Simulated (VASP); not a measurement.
Here is a VASP 6.6.1 calculation.

Contents of INCAR:

```
SYSTEM = Ge
ALGO = Normal
EDIFF = 1E-6
ENCUT = 500
GGA = PE
GGA_COMPAT = .False.
ISIF = 2
ISMEAR = -1
KPAR = 4
LASPH = .True.
LCHARG = .False.
LREAL = .False.
LWAVE = .False.
NBANDS = 96
NELM = 120
PREC = Accurate
SIGMA = 0.02
```

The input KPOINTS:

```
k-points
0
Gamma
  8 8 7
  0 0 0
```

File POSCAR:

```
Ge
1.0
    5.9300000000      0.0000000000      0.0000000000
    0.0000000000      5.9300000000      0.0000000000
    0.0000000000      0.0000000000      7.1196000000
Ge
12
Direct
    0.0885436151      0.0885436151      0.0000000000
    0.4114563849      0.5885436151      0.7500000000
    0.9114563849      0.9114563849      0.5000000000
    0.5885436151      0.4114563849      0.2500000000
    0.1703805383      0.3688285034      0.2549673377
    0.1311714966      0.6703805383      0.0049673377
    0.8296194617      0.6311714966      0.7549673377
    0.8688285034      0.3296194617      0.5049673377
    0.6703805383      0.1311714966     -0.0049673377
    0.6311714966      0.8296194617      0.2450326623
    0.3296194617      0.8688285034      0.4950326623
    0.3688285034      0.1703805383      0.7450326623
```

Potentials or basis: VASP PAW PBE potentials, release 64 (Ge_d).

Command:

```sh
$ cat potpaw_PBE.64/Ge_d/POTCAR > POTCAR
$ mpirun -np 4 vasp_std > vasp.out
```

**Question.** Estimate the largest force.

**Answer.** 0.010 eV/Å.

**Question.** What does it give for the pressure?

**Answer.** 1.9 GPa.

**Question.** What does it give for the band gap on the k mesh?

**Answer.** 0.51 eV (least direct gap 0.60 eV).

Forces in eV/Å, atoms in the order of the input:
```
Ge  -0.005 -0.005  0.000
Ge   0.005 -0.005  0.000
Ge   0.005  0.005  0.000
Ge  -0.005  0.005  0.000
Ge  -0.006  0.008 -0.001
Ge  -0.008 -0.006 -0.001
Ge   0.006 -0.008 -0.001
Ge   0.008  0.006 -0.001
Ge  -0.006 -0.008  0.001
Ge  -0.008  0.006  0.001
Ge   0.006  0.008  0.001
Ge   0.008 -0.006  0.001
```

Caveat: the cell differs from its parent crystal (z stretched by +2 %, then relaxed in part). A k mesh can miss the band edges.
